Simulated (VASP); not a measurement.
Here is a VASP 6.6.1 calculation.

File INCAR:

```
SYSTEM = Al3Cu2
ALGO = Fast
EDIFF = 1E-7
ENCUT = 520
GGA = PS
ISIF = 2
ISMEAR = 0
LASPH = .True.
LCHARG = .True.
LELF = .True.
LREAL = .False.
LVHAR = .True.
LWAVE = .False.
NBANDS = 24
NELM = 60
PREC = Accurate
SIGMA = 0.15
```

Contents of KPOINTS:

```
k-points
0
Gamma
  12 12 10
  0 0 0
```

The input POSCAR:

```
Al3Cu2
1.0
    3.9756280334      0.0000000000      0.0000000000
   -1.9878140167      3.4429948729      0.0000000000
    0.0000000000      0.0000000000      4.9821008425
Al Cu
3 2
Direct
    0.0000000000      0.0000000000      0.0000000000
    0.3333333333      0.6666666667      0.3515059809
    0.6666666667      0.3333333333      0.6484940191
    0.3333333333      0.6666666667      0.8422899817
    0.6666666667      0.3333333333      0.1577100183
```

Potentials or basis: VASP PAW PBE potentials, release 64 (Al, Cu).

Run with:

```sh
$ cat potpaw_PBE.64/Al/POTCAR potpaw_PBE.64/Cu/POTCAR > POTCAR
$ mpirun -np 1 vasp_std > vasp.out
```

Q: Estimate the pressure.

A: 8.3 GPa.

Q: Predict the largest force.

A: 0.089 eV/Å.

Stress tensor (GPa, compression positive):
```
10.53  0.00  0.00
 0.00 10.53  0.00
 0.00  0.00  3.90
```

Caveat: the cell differs from its parent crystal (strain -0.0300 x Voigt [1, 1, 0, 0, 0, 0]); the PAW data sets were made with another functional, which shifts forces and pressure a little.
